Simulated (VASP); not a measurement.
Write the native input for VASP 6.6.1 that does the following.

| Item | Value |
| --- | --- |
| Task | single point |
| Functional | PBEsol |
| Potentials or basis | VASP PAW PBE potentials, release 64 (Ta_sv_GW, N) |
| Cutoff | 700 eV |
| k mesh | 16 × 16 × 16 |
| Occupations | gaussian, width 0.1 eV |
| Spin | no spin polarisation |
| Dipole correction | no |
| Further INCAR settings | ALGO = Normal; EDIFF = 1e-06; NBANDS = 16 |

The structure of TaN lies in POSCAR:

```
TaN
1.0
    0.0000000000      2.1900744533      2.1900744533
    2.1900744533      0.0000000000      2.1900744533
    2.1900744533      2.1900744533      0.0000000000
Ta N
1 1
Direct
    0.5000000000      0.5000000000      0.5000000000
    0.0000000000      0.0000000000      0.0000000000
```

The input as run:

INCAR

```
PREC = Accurate
ENCUT = 700
EDIFF = 1E-6
ISMEAR = 0
SIGMA = 0.1
LREAL = F
LASPH = T
NELM = 120
ALGO = Normal
ISIF = 2
LWAVE = F
LCHARG = F
GGA = PS
NBANDS = 16
GGA_COMPAT = F
```

KPOINTS

```
Automatic mesh
0
Gamma
  16 16 16
```

Potentials or basis: VASP PAW PBE potentials, release 64 (Ta_sv_GW, N).

Launch:

```sh
$ cat potpaw_PBE.64/Ta_sv_GW/POTCAR potpaw_PBE.64/N/POTCAR > POTCAR
$ mpirun -np 1 vasp_std > vasp.out
```

Results of the run:

```yaml
Pressure: -1.1 GPa
Band_gap_on_the_k_mesh: zero (bands 9 and 10 overlap by 4.11 eV)
```

Caveat: the PAW data sets were made with another functional, which shifts forces and pressure a little; spin-orbit coupling is left out, which moves the levels of the heavy elements.

Run time: 42 s on 1 thread of AMD EPYC 9R45 96-Core Processor (Zen 5), on a shared host, peak memory 0.2 GiB.
